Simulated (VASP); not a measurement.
# As (R-3m) in VASP: density of states with PBE

Aim: the density of states of As with PBE.

Everything below comes from runs of VASP 6.6.1. Logs are shortened: lines on timing, memory, paths and dates and some standing lists are left out, and cuts for length are marked.

## Step 1: The cell of the first run

It takes space group R-3m (No. 166, trigonal). Conventional cell: a = 3.805 Å, b = 3.805 Å, c = 10.895 Å, α = 90.00°, β = 90.00°, γ = 120.00°. Within 3.4 Å of As (site symmetry 3m) lie 6 As at 2.55 to 3.21 Å.

## Step 2: Density of states, PBE

The input, POSCAR:

```
As
1.0
    1.9023145837     -1.0983018370      3.6317437880
    0.0000000000      2.1966036740      3.6317437880
   -1.9023145837     -1.0983018370      3.6317437880
As
2
Direct
    0.2259304507      0.2259304507      0.2259304507
   -0.2259304507     -0.2259304507     -0.2259304507
```

The input, INCAR.step1:

```
ALGO = Normal ; EDIFF = 1E-6
ENCUT = 520 ; GGA = PE
ISIF = 2 ; ISMEAR = -1
LASPH = T ; LCHARG = T
LREAL = F ; LWAVE = F
NBANDS = 12 ; NELM = 80
PREC = Accurate ; SIGMA = 0.1
```

The input, KPOINTS.step1:

```
k-points
0
Gamma
  14 14 14
```

The input, INCAR.step2:

```
ALGO = Normal ; EDIFF = 1E-6
ENCUT = 520 ; GGA = PE
ICHARG = 11 ; ISIF = 2
ISMEAR = -5 ; LASPH = T
LCHARG = F ; LORBIT = 11
LREAL = F ; LWAVE = F
NEDOS = 2001 ; NELM = 80
PREC = Accurate ; SIGMA = 0.1
```

The input, KPOINTS.step2:

```
k-points
0
Gamma
  21 21 21
```

Potentials or basis: VASP PAW PBE potentials, release 64 (As).

Command:

```console
cat potpaw_PBE.64/As/POTCAR > POTCAR
cp INCAR.step1 INCAR
cp KPOINTS.step1 KPOINTS
mpirun -np 1 vasp_std > vasp.out
cp INCAR.step2 INCAR
cp KPOINTS.step2 KPOINTS
mpirun -np 1 vasp_std > vasp.out
```

OUTCAR:

```text
EDIFF = 1E-6
   ENCUT = 520
   GGA = PE
   ICHARG = 11
   ISIF = 2
   ISMEAR = -5
   LASPH = T
   LORBIT = 11
   LREAL = F
   NELM = 80
   PREC = Accurate

 ion  position               nearest neighbor table
   1  0.226  0.226  0.226-   2 2.55   2 2.55   2 2.55
   2  0.774  0.774  0.774-   1 2.55   1 2.55   1 2.55

  LATTYP: Found a trigonal (rhomboedric) cell.
 ALAT       =     4.2443645746
 COS(alpha) =     0.5982375829

  Lattice vectors:

 A1 = (   1.9023145837,  -1.0983018370,   3.6317437880)
 A2 = (   0.0000000000,   2.1966036740,   3.6317437880)
 A3 = (  -1.9023145837,  -1.0983018370,   3.6317437880)

Analysis of symmetry for initial positions (statically):
=====================================================================
 Subroutine PRICEL returns:
 Original cell was already a primitive cell.

 Routine SETGRP: Setting up the symmetry group for a
 trigonal (rhombohedral) supercell.

 Subroutine GETGRP returns: Found 12 space group operations
 (whereof 12 operations were pure point group operations)
 out of a pool of 12 trial point group operations.

The static configuration has the point symmetry D_3d.

Analysis of symmetry for dynamics (positions and initial velocities):
=====================================================================
 Subroutine PRICEL returns:
 Original cell was already a primitive cell.

 Routine SETGRP: Setting up the symmetry group for a
 trigonal (rhombohedral) supercell.

 Subroutine GETGRP returns: Found 12 space group operations
 (whereof 12 operations were pure point group operations)
 out of a pool of 12 trial point group operations.

The dynamic configuration has the point symmetry D_3d.

 Subroutine INISYM returns: Found 12 space group operations
 (whereof 12 operations are pure point group operations),
 and found     1 'primitive' translations

----------------------------------------------------------------------------------------

                                     Primitive cell

  volume of cell :      45.5272

  direct lattice vectors                    reciprocal lattice vectors
     1.902314584 -1.098301837  3.631743788     0.262837705 -0.151749420  0.091783273
     0.000000000  2.196603674  3.631743788     0.000000000  0.303498840  0.091783273
    -1.902314584 -1.098301837  3.631743788    -0.262837705 -0.151749420  0.091783273

  length of vectors
     4.244364575  4.244364575  4.244364575     0.317073675  0.317073675  0.317073675

  position of ions in fractional coordinates (direct lattice)
     0.225930451  0.225930451  0.225930451
     0.774069549  0.774069549  0.774069549

  ion indices of the primitive-cell ions
   primitive index   ion index
                 1           1
                 2           2

----------------------------------------------------------------------------------------

 KPOINTS: k-points

Automatic generation of k-mesh.
 Grid dimensions read from file:
 generate k-points for:   21   21   21

 Generating k-lattice:

  Cartesian coordinates                     Fractional coordinates (reciprocal lattice)
     0.012516081 -0.007226163  0.004370632     0.047619048  0.000000000  0.000000000
     0.000000000  0.014452326  0.004370632     0.000000000  0.047619048  0.000000000
    -0.012516081 -0.007226163  0.004370632     0.000000000  0.000000000  0.047619048

  Length of vectors
     0.015098746  0.015098746  0.015098746

  Shift w.r.t. Gamma in fractional coordinates (k-lattice)
     0.000000000  0.000000000  0.000000000

 TETIRR: Found   4641 inequivalent tetrahedra from    55566

 Subroutine IBZKPT returns following result:
 ===========================================

 Found    891 irreducible k-points:

 Following reciprocal coordinates:
            Coordinates               Weight
  0.000000  0.000000  0.000000      1.000000
  0.047619  0.000000  0.000000      6.000000
  0.095238  0.000000  0.000000      6.000000
  0.142857  0.000000  0.000000      6.000000
  0.190476  0.000000  0.000000      6.000000
  0.238095  0.000000  0.000000      6.000000
[... 16 lines left out ...]
 -0.428571  0.047619 -0.000000     12.000000
 -0.380952  0.047619 -0.000000     12.000000
 [... further k-points ...]
   k-points           NKPTS =    891   k-points in BZ     NKDIM =    891   number of bands    NBANDS=      9
   number of dos      NEDOS =   2001   number of ions     NIONS =      2
   total plane-waves  NPLWV =  32768
   dimension x,y,z NGX =    32 NGY =   32 NGZ =   32
   dimension x,y,z NGXF=    64 NGYF=   64 NGZF=   64
   ions per type =               2
   NGX,Y,Z   is equivalent  to a cutoff of  12.53, 12.53, 12.53 a.u.
   NGXF,Y,Z  is equivalent  to a cutoff of  25.07, 25.07, 25.07 a.u.
 SYSTEM =  unknown system
   PREC   = accura    normal or accurate (medium, high low for compatibility)
   ISTART =      0    job   : 0-new  1-cont  2-samecut
   ICHARG =     11    charge: 1-file 2-atom 10-const
   ISPIN  =      1    spin polarized calculation?
   LNONCOLLINEAR =      F non collinear calculations
   LSORBIT =      F    spin-orbit coupling
   LASPH  =      T    aspherical Exc in radial PAW
   ENCUT  =  520.0 eV  38.22 Ry    6.18 a.u.   7.89  7.89  7.89*2*pi/ulx,y,z
   NELM   =     80;   NELMIN=  2; NELMDL=  0     # of ELM steps
   EDIFF  = 0.1E-05   stopping-criterion for ELM
   LREAL  =      F    real-space projection
   EDIFFG = 0.1E-04   stopping-criterion for IOM
   NSW    =      0    number of steps for IOM
   IBRION =     -1    ionic relax: 0-MD 1-quasi-New 2-CG
   NFREE  =      0    steps in history (QN), initial steepest desc. (CG)
   ISIF   =      2    stress and relaxation
   ISYM   =      2    0-nonsym 1-usesym 2-fastsym
   POTIM  = 0.5000    time-step for ionic-motion
   TEBEG  =    0.0;   TEEND  =   0.0 temperature during run
   PSTRESS=    0.0 pullay stress
   NELECT =      10.0000    total number of electrons
   NUPDOWN=      -1.0000    fix difference up-down
   EMIN   =  10.00;   EMAX   =-10.00  energy-range for DOS
   EFERMI =   0.00;   METHOD = LEGACY
   ISMEAR =    -5;   SIGMA  =   0.10  broadening in eV -4-tet -1-fermi 0-gaus
   EFERMI_NEDOS =   21; number of points for ismear=-14 and -15
   IALGO  =     38    algorithm
   IMIX   =      4    mixing-type and parameters
     AMIX     =   0.40;   BMIX     =  1.00
     AMIX_MAG =   1.60;   BMIX_MAG =  1.00
  volume/ion in A,a.u.               =      22.76       153.62
  Fermi-wavevector in a.u.,A,eV,Ry     =   0.987760  1.866595 13.274787  0.975669
  Thomas-Fermi vector in A             =   2.119237
   LORBIT       =     11    0 simple, 1 ext, 2 COOP (PROOUT), +10 PAW based schemes
   GGA     = PE    functional components
   LHFCALC =     F    Hartree Fock is set to
   AEXX    =    0.0000 exact exchange contribution
   IVDW    =     0    specifies the selected vdW correction
   LEPSILON=     F    determine dielectric tensor
   LRPA    =     F    only Hartree local field effects (RPA)
 non-spin polarized calculation
 Fermi weights with tetrahedron method with Bloechl corrections
  energy-cutoff  :      520.00
  volume of cell :       45.53
 maximum number of plane-waves:      1243

 number of electron       9.9999999 magnetization

 Free energy of the ion-electron system (eV)
  ---------------------------------------------------
  ext. energy  EPLUGINS =         0.00000000
  ---------------------------------------------------
  free energy    TOTEN  =        -9.34171920 eV

  energy without entropy =       -9.34171920  energy(sigma->0) =       -9.34171920

 E-fermi :   4.9557     XC(G=0):  -9.7167

 val. band max:        5.0532439849   @ k =  -0.4762   0.4762   0.4286
 cond. band min:       4.8436368389   @ k =   0.4286   0.0952   0.0952
 fundamental gap:     -0.2096071460
 Fermi energy:         4.9557204079

 k-point     1 :       0.0000    0.0000    0.0000
  band No.  band energies     occupation
      1      -9.7385      2.00000
      2      -1.2517      2.00000
      3       2.4212      2.00000
      4       3.0212      2.00000
      5       3.0212      2.00000
      6       6.4510      0.00000
      7       7.6664      0.00000
      8       7.6664      0.00000
      9      11.8806      0.00000

 k-point     2 :       0.0476    0.0000    0.0000
  band No.  band energies     occupation
      1      -9.7095      2.00000
      2      -1.3390      2.00000
      3       2.4446      2.00000
      4       2.9673      2.00000
      5       2.9959      2.00000
      6       6.5344      0.00000
      7       7.5933      0.00000
      8       7.6524      0.00000
      9      11.6306      0.00000

 k-point     3 :       0.0952    0.0000    0.0000
  band No.  band energies     occupation
      1      -9.6225      2.00000
      2      -1.5917      2.00000
      3       2.4731      2.00000
      4       2.8789      2.00000
      5       2.9246      2.00000
      6       6.6948      0.00000
      7       7.4239      0.00000
      8       7.6007      0.00000
      9      11.0965      0.00000

 k-point     4 :       0.1429    0.0000    0.0000
  band No.  band energies     occupation
      1      -9.4782      2.00000
      2      -1.9852      2.00000
      3       2.3987      2.00000
      4       2.8192      2.00000
      5       2.9186      2.00000
      6       6.6839      0.00000
      7       7.3005      0.00000
      8       7.4937      0.00000
      9      10.7316      0.00000
[... 205 lines left out ...]
 k-point    22 :      -0.4762    0.0476    0.0000
  band No.  band energies     occupation
      1      -7.1566      2.00000
      2      -5.9314      2.00000
      3       1.9212      2.00000
      4       2.0571      2.00000
      5       4.1585      2.00000
      6       4.9161      1.01720
      7       5.3268      0.00000
      8       6.6205      0.00000
      9      13.1882      0.00000

 k-point    23 :      -0.4286    0.0476   -0.0000
  band No.  band energies     occupation
      1      -7.3893      2.00000
      2      -5.6513      2.00000
      3       1.9200      2.00000
      4       2.1313      2.00000
      5       4.0258      2.00000
      6       4.9760      0.47740
      7       5.3839      0.00000
      8       6.6902      0.00000
      9      12.5080      0.00000

 k-point    24 :      -0.3810    0.0476   -0.0000
  band No.  band energies     occupation
      1      -7.7822      2.00000
      2      -5.1369      2.00000
      3       1.9506      2.00000
      4       2.1892      2.00000
      5       3.8616      2.00000
      6       5.0771     -0.03459
      7       5.5976      0.00000
      8       6.8100      0.00000
      9      11.9318      0.00000

 [... further k-points ...]
[... 5 lines left out ...]
  --------------------------------------------------------------------------------------
  -------------------------------------------------------------------------------------
  Total        0.1051900      0.1051900      0.0298051      0.0000000      0.0000000     -0.0000000
  in kB        3.7018121      3.7018121      1.0488934      0.0000000      0.0000000     -0.0000000
  external PRESSURE =       2.8175059 kB  Pullay stress =       0.0000000 kB

 VOLUME and BASIS-vectors are now :
 -----------------------------------------------------------------------------
  energy-cutoff  :      520.00
  volume of cell :       45.53
      direct lattice vectors                 reciprocal lattice vectors
     1.902314584 -1.098301837  3.631743788     0.262837705 -0.151749420  0.091783273
     0.000000000  2.196603674  3.631743788     0.000000000  0.303498840  0.091783273
    -1.902314584 -1.098301837  3.631743788    -0.262837705 -0.151749420  0.091783273

 POSITION                                       TOTAL-FORCE (eV/Angst)
 -----------------------------------------------------------------------------------
      0.00000      0.00000      2.46156         0.000000      0.000000      0.042084
      0.00000      0.00000      8.43367         0.000000      0.000000     -0.042084
 -----------------------------------------------------------------------------------
    total drift:                                0.000000     -0.000000     -0.000000

  FREE ENERGIE OF THE ION-ELECTRON SYSTEM (eV)
  ---------------------------------------------------
  free  energy   TOTEN  =        -9.3417192029 eV

  energy  without entropy=       -9.3417192029  energy(sigma->0) =       -9.34171920

 total charge

# of ion       s       p       d       tot
------------------------------------------
    1        1.304   1.337   0.043   2.683
    2        1.304   1.337   0.043   2.683
--------------------------------------------------
tot          2.607   2.673   0.086   5.367
```

It took 2.8 min on 1 thread of AMD EPYC 9R45 (Zen 5), shared host; peak memory 0.43 GiB.

What came out:

```
Valence electrons inside the program's atomic spheres : As 2.68
```

Caveat: tetrahedron occupations give inexact forces and stress in metals.
